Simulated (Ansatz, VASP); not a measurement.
## Re: VASP beside Ansatz

```
CELL_PARAMETERS angstrom
2.71532 0.00000 0.00000
-1.35766 2.35154 0.00000
0.00000 0.00000 2.43103
ATOMIC_POSITIONS crystal
Re 0.00000 0.00000 0.00000
```

Change from the starting cell: volume scaled by 0.95, LAPW.

Alike in both runs: task single point; functional PBE; k mesh 16 × 16 × 15; occupations fermi-dirac, width 0.08 eV; no spin polarisation.

|  | VASP | Ansatz |
| --- | --- | --- |
| version | VASP 6.6.1 | Ansatz 0.2.0 |
| potentials or method | VASP PAW PBE potentials, release 64 (Re), cutoff 520 eV | all-electron LAPW, scalar-relativistic |

|  | VASP | Ansatz | Ansatz less VASP |
| --- | --- | --- | --- |
| pressure (GPa) | 15.4 | 16.3 | +0.86 |
| traceless stress, the component that is largest in VASP (GPa) | -2.17 | -0.05 | +2.121 |

Ansatz ran all-electron here, and VASP with PAW potentials.

Spin-orbit coupling is off throughout.
